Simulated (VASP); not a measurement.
Set up this calculation in VASP 6.6.1, as the native input.

* Task: single point
* Functional: PBEsol
* Dispersion: D3(BJ)
* Potentials or basis: VASP PAW PBE potentials, release 64 (Al)
* Cutoff: 520 eV
* k mesh: 18 × 18 × 10
* Occupations: gaussian, width 0.1 eV
* Spin: no spin polarisation
* Dipole correction: no
* Further INCAR settings: ALGO = Normal; EDIFF = 1e-06; NBANDS = 10

The structure of Al lies in POSCAR:

```
Al
1.0
    2.7899121276      0.0000000000      0.0000000000
   -1.3949560638      2.4161347769      0.0000000000
    0.0000000000      0.0000000000      4.6470928581
Al
2
Direct
    0.6666666667      0.3333333333      0.7500000000
    0.3333333333      0.6666666667      0.2500000000
```

This isn't the form of Al at room conditions, which is fcc.

One way to write it, as run:

INCAR

```
SYSTEM = Al
PREC = Accurate ; ENCUT = 520
EDIFF = 1E-6 ; ISMEAR = 0
SIGMA = 0.1 ; LREAL = .False.
LASPH = .True. ; NELM = 100
ALGO = Normal ; ISIF = 2
LWAVE = .False. ; LCHARG = .True.
GGA = PS ; IVDW = 12
LELF = .True. ; LVHAR = .True.
NBANDS = 10
```

KPOINTS

```
Automatic mesh
0
Gamma
  18 18 10
  0 0 0
```

Potentials or basis: VASP PAW PBE potentials, release 64 (Al).

Run with:

```console
$ cat potpaw_PBE.64/Al/POTCAR > POTCAR
$ mpirun -np 1 vasp_std > vasp.out
```

Results of the run:

```json
{"Pressure": "0.1 GPa", "Band gap on the k mesh": "zero (bands 3 and 4 overlap by 7.31 eV)", "Dispersion energy per atom": "-0.335 eV"}
```

Caveat: the PAW data sets were made with another functional, which shifts forces and pressure a little.

Wall time 42 s on 1 thread of Intel Xeon 8259CL (shared host), peak memory 0.2 GiB.
